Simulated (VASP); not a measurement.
# Se (Fd-3m) in VASP: a series of runs

Se is run at these levels: PBE; tasks: relaxation of cell and atoms, single point.

All numbers are computed with VASP 6.6.1; they aren't measurements. Logs are shortened: lines on timing, memory, paths and dates and some standing lists are left out, and cuts for length are marked.

### Step 1. The cell of the first run

It takes space group Fd-3m (No. 227, cubic). Conventional cell: a = 5.944 Å, b = 5.944 Å, c = 5.944 Å, α = 90.00°, β = 90.00°, γ = 90.00°. Within 3.4 Å of Se (site symmetry -43m) lie 4 Se at 2.57 Å.

### Step 2. Relaxation of cell and atoms, PBE

The input, INCAR:

```
SYSTEM = Se
PREC = Accurate ; ENCUT = 600
EDIFF = 1E-6 ; ISMEAR = -1
SIGMA = 0.1 ; LREAL = .FALSE.
LASPH = .TRUE. ; NELM = 60
ALGO = Normal ; ISIF = 3
LWAVE = .FALSE. ; LCHARG = .FALSE.
GGA = PE ; IBRION = 2
NSW = 60 ; EDIFFG = -0.005
```

The input, KPOINTS:

```
regular mesh
0
G
  11 11 11
  0 0 0
```

The input, POSCAR:

```
Se
1.0
    0.0000000000      2.9719609764      2.9719609764
    2.9719609764      0.0000000000      2.9719609764
    2.9719609764      2.9719609764      0.0000000000
Se
2
Direct
   -0.1250000000     -0.1250000000     -0.1250000000
    0.1250000000      0.1250000000      0.1250000000
```

Potentials or basis: VASP PAW PBE potentials, release 64 (Se).

Launch:

```bash
$ cat potpaw_PBE.64/Se/POTCAR > POTCAR
$ mpirun -np 1 vasp_std > vasp.out
```

OUTCAR:

```text
SYSTEM = Se
   PREC = Accurate
   ENCUT = 600
   EDIFF = 1E-6
   ISMEAR = -1
   LREAL = .FALSE.
   LASPH = .TRUE.
   NELM = 60
   ISIF = 3
   GGA = PE
   IBRION = 2
   NSW = 60
   EDIFFG = -0.005

 ion  position               nearest neighbor table
   1  0.875  0.875  0.875-   2 2.57   2 2.57   2 2.57   2 2.57
   2  0.125  0.125  0.125-   1 2.57   1 2.57   1 2.57   1 2.57

  LATTYP: Found a face centered cubic cell.
 ALAT       =     5.9439219528

  Lattice vectors:

 A1 = (   0.0000000000,   2.9719609764,   2.9719609764)
 A2 = (   2.9719609764,   0.0000000000,   2.9719609764)
 A3 = (   2.9719609764,   2.9719609764,   0.0000000000)

Analysis of symmetry for initial positions (statically):
=====================================================================
 Subroutine PRICEL returns:
 Original cell was already a primitive cell.

 Routine SETGRP: Setting up the symmetry group for a
 face centered cubic supercell.

 Subroutine GETGRP returns: Found 48 space group operations
 (whereof 12 operations were pure point group operations)
 out of a pool of 48 trial point group operations.

The static configuration has the point symmetry D_3d.
 The point group associated with its full space group is O_h .

Analysis of symmetry for dynamics (positions and initial velocities):
=====================================================================
 Subroutine PRICEL returns:
 Original cell was already a primitive cell.

 Routine SETGRP: Setting up the symmetry group for a
 face centered cubic supercell.

 Subroutine GETGRP returns: Found 48 space group operations
 (whereof 12 operations were pure point group operations)
 out of a pool of 48 trial point group operations.

The dynamic configuration has the point symmetry D_3d.
 The point group associated with its full space group is O_h .

 Subroutine INISYM returns: Found 48 space group operations
 (whereof 12 operations are pure point group operations),
 and found     1 'primitive' translations

----------------------------------------------------------------------------------------

                                     Primitive cell

  volume of cell :      52.5000

  direct lattice vectors                    reciprocal lattice vectors
     0.000000000  2.971960976  2.971960976    -0.168239087  0.168239087  0.168239087
     2.971960976  0.000000000  2.971960976     0.168239087 -0.168239087  0.168239087
     2.971960976  2.971960976  0.000000000     0.168239087  0.168239087 -0.168239087

  length of vectors
     4.202987520  4.202987520  4.202987520     0.291398646  0.291398646  0.291398646

  position of ions in fractional coordinates (direct lattice)
     0.875000000  0.875000000  0.875000000
     0.125000000  0.125000000  0.125000000

  ion indices of the primitive-cell ions
   primitive index   ion index
                 1           1
                 2           2

----------------------------------------------------------------------------------------

 KPOINTS: regular mesh

Automatic generation of k-mesh.
 Grid dimensions read from file:
 generate k-points for:   11   11   11

 Generating k-lattice:

  Cartesian coordinates                     Fractional coordinates (reciprocal lattice)
    -0.015294462  0.015294462  0.015294462     0.090909091  0.000000000  0.000000000
     0.015294462 -0.015294462  0.015294462     0.000000000  0.090909091  0.000000000
     0.015294462  0.015294462 -0.015294462     0.000000000  0.000000000  0.090909091

  Length of vectors
     0.026490786  0.026490786  0.026490786

  Shift w.r.t. Gamma in fractional coordinates (k-lattice)
     0.000000000  0.000000000  0.000000000

 Subroutine IBZKPT returns following result:
 ===========================================

 Found     56 irreducible k-points:

 Following reciprocal coordinates:
            Coordinates               Weight
  0.000000  0.000000  0.000000      1.000000
  0.090909  0.000000  0.000000      8.000000
  0.181818  0.000000  0.000000      8.000000
  0.272727  0.000000  0.000000      8.000000
  0.363636  0.000000  0.000000      8.000000
  0.454545  0.000000  0.000000      8.000000
[... 16 lines left out ...]
 -0.272727  0.181818  0.000000     24.000000
 -0.181818  0.181818  0.000000     12.000000
 [... further k-points ...]
   k-points           NKPTS =     56   k-points in BZ     NKDIM =     56   number of bands    NBANDS=     10
   number of dos      NEDOS =    301   number of ions     NIONS =      2
   total plane-waves  NPLWV =  46656
   dimension x,y,z NGX =    36 NGY =   36 NGZ =   36
   dimension x,y,z NGXF=    72 NGYF=   72 NGZF=   72
   ions per type =               2
   NGX,Y,Z   is equivalent  to a cutoff of  14.24, 14.24, 14.24 a.u.
   NGXF,Y,Z  is equivalent  to a cutoff of  28.48, 28.48, 28.48 a.u.
 SYSTEM =  Se
   PREC   = accura    normal or accurate (medium, high low for compatibility)
   ISTART =      0    job   : 0-new  1-cont  2-samecut
   ICHARG =      2    charge: 1-file 2-atom 10-const
   ISPIN  =      1    spin polarized calculation?
   LNONCOLLINEAR =      F non collinear calculations
   LSORBIT =      F    spin-orbit coupling
   LASPH  =      T    aspherical Exc in radial PAW
   ENCUT  =  600.0 eV  44.10 Ry    6.64 a.u.   8.39  8.39  8.39*2*pi/ulx,y,z
   NELM   =     60;   NELMIN=  2; NELMDL= -5     # of ELM steps
   EDIFF  = 0.1E-05   stopping-criterion for ELM
   LREAL  =      F    real-space projection
   EDIFFG = -.5E-02   stopping-criterion for IOM
   NSW    =     60    number of steps for IOM
   IBRION =      2    ionic relax: 0-MD 1-quasi-New 2-CG
   NFREE  =      1    steps in history (QN), initial steepest desc. (CG)
   ISIF   =      3    stress and relaxation
   ISYM   =      2    0-nonsym 1-usesym 2-fastsym
   POTIM  = 0.5000    time-step for ionic-motion
   TEBEG  =    0.0;   TEEND  =   0.0 temperature during run
   PSTRESS=    0.0 pullay stress
   NELECT =      12.0000    total number of electrons
   NUPDOWN=      -1.0000    fix difference up-down
   EMIN   =  10.00;   EMAX   =-10.00  energy-range for DOS
   EFERMI =   0.00;   METHOD = LEGACY
   ISMEAR =    -1;   SIGMA  =   0.10  broadening in eV -4-tet -1-fermi 0-gaus
   EFERMI_NEDOS =   21; number of points for ismear=-14 and -15
   IALGO  =     38    algorithm
   IMIX   =      4    mixing-type and parameters
     AMIX     =   0.40;   BMIX     =  1.00
     AMIX_MAG =   1.60;   BMIX_MAG =  1.00
  volume/ion in A,a.u.               =      26.25       177.14
  Fermi-wavevector in a.u.,A,eV,Ry     =   1.000957  1.891535 13.631884  1.001915
  Thomas-Fermi vector in A             =   2.133348
   LORBIT       =      0    0 simple, 1 ext, 2 COOP (PROOUT), +10 PAW based schemes
   GGA     = PE    functional components
   LHFCALC =     F    Hartree Fock is set to
   AEXX    =    0.0000 exact exchange contribution
   IVDW    =     0    specifies the selected vdW correction
   LEPSILON=     F    determine dielectric tensor
   LRPA    =     F    only Hartree local field effects (RPA)
 conjugate gradient relaxation of ions
 non-spin polarized calculation
  energy-cutoff  :      600.00
  volume of cell :       52.50
 maximum number of plane-waves:      1807
 NGX is ok and might be reduce to    36
   NGX = 17   NGY = 17   NGZ = 17

--------------------------------------- Ionic step        1  -------------------------------------------

 number of electron      12.0000000 magnetization

 Free energy of the ion-electron system (eV)
  ---------------------------------------------------
  ext. energy  EPLUGINS =         0.00000000
  ---------------------------------------------------
  free energy    TOTEN  =        -5.70367440 eV

  energy without entropy =       -5.65030404  energy(sigma->0) =       -5.67698922

------------------------ aborting loop because EDIFF is reached ----------------------------------------

  FORCE on cell =-STRESS in cart. coord.  units (eV):
  Direction    XX          YY          ZZ          XY          YZ          ZX
  --------------------------------------------------------------------------------------
  -------------------------------------------------------------------------------------
  Total        3.5652335      3.5652335      3.5652335     -0.0000000     -0.0000000      0.0000000
  in kB      108.8025969    108.8025969    108.8025969     -0.0000000     -0.0000000      0.0000000
  external PRESSURE =     108.8025969 kB  Pullay stress =       0.0000000 kB
[... 129 lines left out ...]
  energy  without entropy=       -5.9667511795  energy(sigma->0) =       -5.99465024

--------------------------------------- Ionic step        5  -------------------------------------------

 number of electron      11.9999999 magnetization

 Free energy of the ion-electron system (eV)
  ---------------------------------------------------
  ext. energy  EPLUGINS =         0.00000000
  ---------------------------------------------------
  free energy    TOTEN  =        -6.02257316 eV

  energy without entropy =       -5.96679264  energy(sigma->0) =       -5.99468290

 E-fermi :   1.9973     XC(G=0):  -8.1452

 val. band max:        1.9830665116   @ k =  -0.2727   0.0909   0.0000
 cond. band min:       1.9982084685   @ k =  -0.4545   0.1818   0.0909
 fundamental gap:      0.0151419569
 Fermi energy:         1.9972554904

 k-point     1 :       0.0000    0.0000    0.0000
  band No.  band energies     occupation
      1     -13.2282      2.00000
      2      -8.2621      2.00000
      3      -1.3799      2.00000
      4      -1.3799      2.00000
      5      -1.3799      2.00000
      6       1.2565      1.99879
      7       1.2565      1.99879
      8       1.2565      1.99879
      9       6.4158      0.00000
     10       9.6725      0.00000
[... 287 lines left out ...]
 k-point    24 :      -0.1818    0.1818    0.0000
  band No.  band energies     occupation
      1     -12.6946      2.00000
      2      -9.3728      2.00000
      3      -2.5398      2.00000
      4      -1.7852      2.00000
      5      -1.0592      2.00000
      6       1.7354      1.86412
      7       1.9198      1.36903
      8       2.6961      0.00184
      9       8.2688      0.00000
     10       8.4896      0.00000

 [... further k-points ...]

------------------------ aborting loop because EDIFF is reached ----------------------------------------

  FORCE on cell =-STRESS in cart. coord.  units (eV):
  Direction    XX          YY          ZZ          XY          YZ          ZX
  --------------------------------------------------------------------------------------
  -------------------------------------------------------------------------------------
  Total       -0.0037517     -0.0037517     -0.0037517     -0.0000000     -0.0000000      0.0000000
  in kB       -0.0946063     -0.0946063     -0.0946063     -0.0000000     -0.0000000      0.0000000
  external PRESSURE =      -0.0946063 kB  Pullay stress =       0.0000000 kB
[... 17 lines left out ...]
  FREE ENERGIE OF THE ION-ELECTRON SYSTEM (eV)
  ---------------------------------------------------
  free  energy   TOTEN  =        -6.0225731576 eV

  energy  without entropy=       -5.9667926378  energy(sigma->0) =       -5.99468290

 reached required accuracy - stopping structural energy minimisation
```

It took 73 s on 1 thread of Intel Xeon Platinum 8375C at 2.90GHz (Ice Lake), shared host; peak memory 0.23 GiB.

What came out:

```yaml
Free_energy: -6.0226 eV
Relaxed_volume: 31.77 Å³/atom
Relaxed_cell: a = 4.479 Å, b = 4.479 Å, c = 4.479 Å, α = 60.00°, β = 60.00°, γ = 60.00°
Space_group_after_relaxing_to_0.05_Å: Fd-3m (No. 227)
Energy_gained_by_relaxing: 159.4 meV/atom
Ionic_steps: 5
Pressure_after_relaxing: 0.0 GPa
Band_gap_on_the_k_mesh: zero (band 6 reaches 2.29 eV, above the bottom of band 7 at 1.26 eV)
```

Step by step:
| step | energy change (eV) | largest force (eV/Å) | pressure (GPa) | volume (Å³) |
| --- | --- | --- | --- | --- |
| 1 | 0.0000 | 0.0000 | 10.88 | 52.50 |
| 2 | -0.2950 | 0.0000 | -1.96 | 67.24 |
| 3 | -0.3189 | 0.0000 | 0.07 | 63.40 |
| 4 | -0.3189 | 0.0000 | -0.06 | 63.64 |
| 5 | -0.3189 | 0.0000 | -0.01 | 63.54 |

Final structure:
```
CELL_PARAMETERS angstrom
0.00000 3.16711 3.16711
3.16711 0.00000 3.16711
3.16711 3.16711 0.00000
ATOMIC_POSITIONS crystal
Se 0.87500 0.87500 0.87500
Se 0.12500 0.12500 0.12500
```

Levels at points of the mesh, in eV from the Fermi level:
| k point | band 3 | band 4 | band 5 | band 6 | band 7 | band 8 | band 9 | band 10 |
| --- | --- | --- | --- | --- | --- | --- | --- | --- |
| (0.00, 0.00, 0.00) | -3.38 | -3.38 | -3.38 | -0.74 | -0.74 | -0.74 | 4.42 | 7.68 |

Caveat: the volume moved by over 15 % at a fixed basis, so the end points are rough.

### Step 3. Single point, PBE (volume scaled by 0.4)

The input, INCAR:

```
PREC     = Accurate       # precision mode
ENCUT    = 520            # plane-wave cutoff, eV
EDIFF    = 1E-6           # SCF threshold, eV
ISMEAR   = -1             # smearing method
SIGMA    = 0.1            # smearing width, eV
LREAL    = F              # projectors in reciprocal space
LASPH    = T              # aspherical terms in the spheres
NELM     = 60             # most SCF steps
ALGO     = Normal         # electronic algorithm
ISIF     = 2              # what is computed and relaxed
LWAVE    = F              # write WAVECAR
LCHARG   = T              # write CHGCAR
GGA      = PE             # functional
LELF     = T              # ELF
LVHAR    = T            
NBANDS   = 13             # bands
```

The input, KPOINTS:

```
Automatic mesh
0
Gamma
  11 11 11
```

The input, POSCAR:

```
Se
1.0
    0.0000000000      2.3325060983      2.3325060983
    2.3325060983      0.0000000000      2.3325060983
    2.3325060983      2.3325060983      0.0000000000
Se
2
Direct
   -0.1250000000     -0.1250000000     -0.1250000000
    0.1250000000      0.1250000000      0.1250000000
```

Potentials or basis: VASP PAW PBE potentials, release 64 (Se).

Launch:

```bash
$ cat potpaw_PBE.64/Se/POTCAR > POTCAR
$ mpirun -np 1 vasp_std > vasp.out
```

It took 9.9 s on 1 thread of Intel Xeon 6975P-C (Granite Rapids), shared host; peak memory 0.15 GiB.

Results (log left out):

- Free energy: 5.9531 eV
- Pressure: 216.1 GPa
- Band gap on the k mesh: zero (band 6 reaches 15.47 eV, above the bottom of band 7 at 10.72 eV)

Levels at points of the mesh, in eV from the Fermi level:
| k point | band 2 | band 3 | band 4 | band 5 | band 6 | band 7 | band 8 | band 9 | band 10 | band 11 |
| --- | --- | --- | --- | --- | --- | --- | --- | --- | --- | --- |
| (0.00, 0.00, 0.00) | -6.81 | -6.81 | -6.81 | -3.74 | -2.53 | -2.53 | -2.53 | 4.70 | 6.87 | 6.87 |

Caveat: the cell differs from its parent crystal (volume scaled by 0.4).
